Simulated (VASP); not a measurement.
# Si4B (P6/mmm) in VASP: notebook, part 3 of 3

VASP 6.6.1.

### 6 Relaxation of cell and atoms, PBE

This run uses another cell than the first one, of 17.25 Å³/atom, 1.056 times its volume.

INCAR

```
SYSTEM = Si4B
  PREC = Accurate
  ENCUT = 600
  EDIFF = 1E-6
  ISMEAR = 0
  SIGMA = 0.1
  LREAL = .FALSE.
  LASPH = .TRUE.
  NELM = 60
  ALGO = Normal
  ISIF = 3
  LWAVE = .FALSE.
  LCHARG = .FALSE.
  GGA = PE
  IBRION = 2
  NSW = 100
  EDIFFG = -0.01
```

KPOINTS

```
Automatic mesh
0
G
  12 12 10
  0 0 0
```

POSCAR

```
Si4B
1.0
    5.0709172973      0.0000000000      0.0000000000
   -2.5354586486      4.3915431999      0.0000000000
    0.0000000000      0.0000000000      3.8739699387
Si B
4 1
Direct
    0.5000000000      0.0000000000      0.0000000000
    0.0000000000      0.5000000000      0.0000000000
    0.5000000000      0.5000000000      0.0000000000
    0.0000000000      0.0000000000      0.0000000000
    0.0000000000      0.0000000000      0.5000000000
```

Potentials or basis: VASP PAW PBE potentials, release 64 (Si, B).

Started as:

```console
cat potpaw_PBE.64/Si/POTCAR potpaw_PBE.64/B/POTCAR > POTCAR
mpirun -np 1 vasp_std > vasp.out
```

OUTCAR:

```text
SYSTEM = Si4B
   PREC = Accurate
   ENCUT = 600
   EDIFF = 1E-6
   ISMEAR = 0
   LREAL = .FALSE.
   LASPH = .TRUE.
   NELM = 60
   ISIF = 3
   GGA = PE
   IBRION = 2
   NSW = 100
   EDIFFG = -0.01

 ion  position               nearest neighbor table
   1  0.500  0.000  0.000-   3 2.54   3 2.54   2 2.54   2 2.54   4 2.54   4 2.54
   2  0.000  0.500  0.000-   4 2.54   4 2.54   1 2.54   1 2.54   3 2.54   3 2.54
   3  0.500  0.500  0.000-   1 2.54   1 2.54   4 2.54   4 2.54   2 2.54   2 2.54
   4  0.000  0.000  0.000-   5 1.94   5 1.94   2 2.54   2 2.54   3 2.54   3 2.54   1 2.54   1 2.54

   5  0.000  0.000  0.500-   4 1.94   4 1.94

  LATTYP: Found a hexagonal cell.
 ALAT       =     5.0709172973
 C/A-ratio  =     0.7639584145

  Lattice vectors:

 A1 = (   5.0709172973,   0.0000000000,   0.0000000000)
 A2 = (  -2.5354586486,   4.3915431999,   0.0000000000)
[... 315 lines left out ...]
 fundamental gap:      0.0061974418
 Fermi energy:         6.1580711693

 k-point     1 :       0.0000    0.0000    0.0000
  band No.  band energies     occupation
      1      -6.9835      2.00000
      2      -1.1611      2.00000
      3       0.1266      2.00000
      4       0.1266      2.00000
      5       0.7511      2.00000
      6       1.1115      2.00000
      7       1.1115      2.00000
      8       1.5676      2.00000
      9       5.4124      2.00000
     10       6.5690      0.00000
     11       8.9647      0.00000
     12       8.9647      0.00000
     13      10.0711      0.00000
[... 354 lines left out ...]
  band No.  band energies     occupation
      1      -6.1768      2.00000
      2      -3.6423      2.00000
      3      -1.3153      2.00000
      4      -0.9816      2.00000
      5       1.2372      2.00000
      6       2.8388      2.00000
      7       3.8579      2.00000
      8       5.3080      2.00000
      9       5.4999      2.00000
     10       6.3501      0.00662
     11       7.6780      0.00000
     12       7.7650      0.00000
     13       8.1823      0.00000

 [... further k-points ...]
[... 5 lines left out ...]
  --------------------------------------------------------------------------------------
  -------------------------------------------------------------------------------------
  Total        0.0190540      0.0190540     -0.0274660      0.0000000      0.0000000      0.0000000
  in kB        0.3535759      0.3535759     -0.5096712      0.0000000      0.0000000      0.0000000
  external PRESSURE =       0.0658268 kB  Pullay stress =       0.0000000 kB
[... 20 lines left out ...]
  FREE ENERGIE OF THE ION-ELECTRON SYSTEM (eV)
  ---------------------------------------------------
  free  energy   TOTEN  =       -22.9176068125 eV

  energy  without entropy=      -22.9033627351  energy(sigma->0) =      -22.91048477

 reached required accuracy - stopping structural energy minimisation
```

OSZICAR:

```text
N       E                     dE             d eps       ncg     rms          rms(c)
DAV:   1     0.481574923547E+02    0.48157E+02   -0.79430E+03  2964   0.130E+03
DAV:   2    -0.198510563419E+02   -0.68009E+02   -0.65303E+02  3777   0.173E+02
[... 26 lines left out ...]
   3 F= -.22917399E+02 E0= -.22910448E+02  d E =-.780037E-03
       N       E                     dE             d eps       ncg     rms          rms(c)
DAV:   1    -0.229182250867E+02   -0.82482E-03   -0.15121E-02  3157   0.735E-01    0.956E-02
DAV:   2    -0.229176958350E+02    0.52925E-03   -0.20009E-03  3886   0.289E-01    0.435E-02
DAV:   3    -0.229176257899E+02    0.70045E-04   -0.20983E-04  3384   0.882E-02    0.227E-02
DAV:   4    -0.229176067051E+02    0.19085E-04   -0.59563E-05  3750   0.416E-02    0.605E-03
DAV:   5    -0.229176068125E+02   -0.10749E-06   -0.58999E-06  3636   0.157E-02
   4 F= -.22917607E+02 E0= -.22910485E+02  d E =-.207506E-03
```

CONTCAR:

```text
Si4B
   1.00000000000000
     5.0860468482007155    0.0000000000001720    0.0000000000000000
    -2.5430234240500593    4.4046457753273200   -0.0000000000000000
     0.0000000000000000    0.0000000000000000    3.8541079863476182
  Si              B
     4     1
Direct
     0.5000000000000000    1.0000000000000000    1.0000000000000000
     1.0000000000000000    0.5000000000000000    0.0000000000000000
     0.5000000000000000    0.5000000000000000    1.0000000000000000
     0.0000000000000000    0.0000000000000000    0.0000000000000000
     0.0000000000000000    0.0000000000000000    0.5000000000000000

  0.00000000E+00  0.00000000E+00  0.00000000E+00
  0.00000000E+00  0.00000000E+00  0.00000000E+00
  0.00000000E+00  0.00000000E+00  0.00000000E+00
  0.00000000E+00  0.00000000E+00  0.00000000E+00
  0.00000000E+00  0.00000000E+00  0.00000000E+00
```

It took 8.4 min on 1 thread of Oxide Virtual Turin-like, shared host; peak memory 0.28 GiB.

What came out:

| Property | Result |
| --- | --- |
| Free energy | -22.9176 eV |
| Relaxed volume | 17.27 Å³/atom |
| Relaxed cell | a = 5.086 Å, b = 5.086 Å, c = 3.854 Å, α = 90.00°, β = 90.00°, γ = 120.00° |
| Space group after relaxing (to 0.05 Å) | P6/mmm (No. 191) |
| Energy gained by relaxing | 0.2 meV/atom |
| Ionic steps | 4 |
| Pressure after relaxing | 0.0 GPa |

The path:
| step | energy change (eV) | largest force (eV/Å) | pressure (GPa) | volume (Å³) |
| --- | --- | --- | --- | --- |
| 1 | 0.0000 | 0.0000 | 0.11 | 86.27 |
| 2 | -0.0006 | 0.0000 | -0.04 | 86.42 |
| 3 | -0.0008 | 0.0000 | -0.16 | 86.55 |
| 4 | -0.0010 | 0.0000 | 0.01 | 86.34 |

Final structure:
```cif
data_structure
_symmetry_space_group_name_H-M 'P 1'
_symmetry_Int_Tables_number 1
_cell_length_a 5.0860
_cell_length_b 5.0860
_cell_length_c 3.8541
_cell_angle_alpha 90.000
_cell_angle_beta 90.000
_cell_angle_gamma 120.000
_cell_volume 86.34
loop_
_atom_site_label
_atom_site_type_symbol
_atom_site_fract_x
_atom_site_fract_y
_atom_site_fract_z
_atom_site_occupancy
Si1 Si 0.50000 0.00000 0.00000 1
Si2 Si 0.00000 0.50000 0.00000 1
Si3 Si 0.50000 0.50000 0.00000 1
Si4 Si 0.00000 0.00000 0.00000 1
B1 B 0.00000 0.00000 0.50000 1
```

Levels at points of the mesh, in eV from the Fermi level:
| k point | band 5 | band 6 | band 7 | band 8 | band 9 | band 10 | band 11 | band 12 | band 13 |
| --- | --- | --- | --- | --- | --- | --- | --- | --- | --- |
| (0.00, 0.00, 0.00) | -5.41 | -5.05 | -5.05 | -4.59 | -0.75 | 0.41 | 2.81 | 2.81 | 3.91 |
| (0.50, 0.00, 0.00) | -4.24 | -2.58 | -1.18 | -0.30 | -0.29 | -0.27 | 1.04 | 1.75 | 2.25 |
| (0.00, 0.00, 0.50) | -5.25 | -5.06 | -4.44 | -4.44 | -2.18 | -0.76 | -0.76 | 1.09 | 1.09 |
| (0.50, 0.00, 0.50) | -6.67 | -4.06 | -1.68 | -1.09 | -0.92 | -0.02 | 0.08 | 0.80 | 2.84 |

### 7 Overview

```tsv
task	cell	k mesh	cutoff (eV)	gap on the mesh (eV)	pressure (GPa)	relaxed volume (Å³/atom)
single point	a = 4.339, b = 4.339, c = 5.009 Å, angles 90.0, 90.0, 120.0°, 5 atoms	6 × 6 × 4	520	none	35.9	-
single point	a = 5.071, b = 5.071, c = 3.874 Å, angles 90.0, 90.0, 120.0°, 5 atoms	6 × 6 × 4	520	none	0.1	-
relaxation of cell and atoms	relaxed from a = 4.339, b = 4.339, c = 5.009 Å, angles 90.0, 90.0, 120.0°, 5 atoms	6 × 6 × 4	600	none	-0.2	17.33
single point	a = 5.092, b = 5.092, c = 3.848 Å, angles 90.0, 90.0, 120.0°, 5 atoms	12 × 12 × 10	520	none	-0.1	-
relaxation of cell and atoms	relaxed from a = 5.071, b = 5.071, c = 3.874 Å, angles 90.0, 90.0, 120.0°, 5 atoms	12 × 12 × 10	600	none	0.0	17.27
```

Alike in all rows: level PBE; potentials or basis VASP PAW PBE potentials, release 64 (Si, B); no spin polarisation; smearing gaussian 0.1 eV.

Caveats: some runs use coarse meshes.

Total energies depend on the potentials used, so only differences within one code and one set of settings carry meaning.
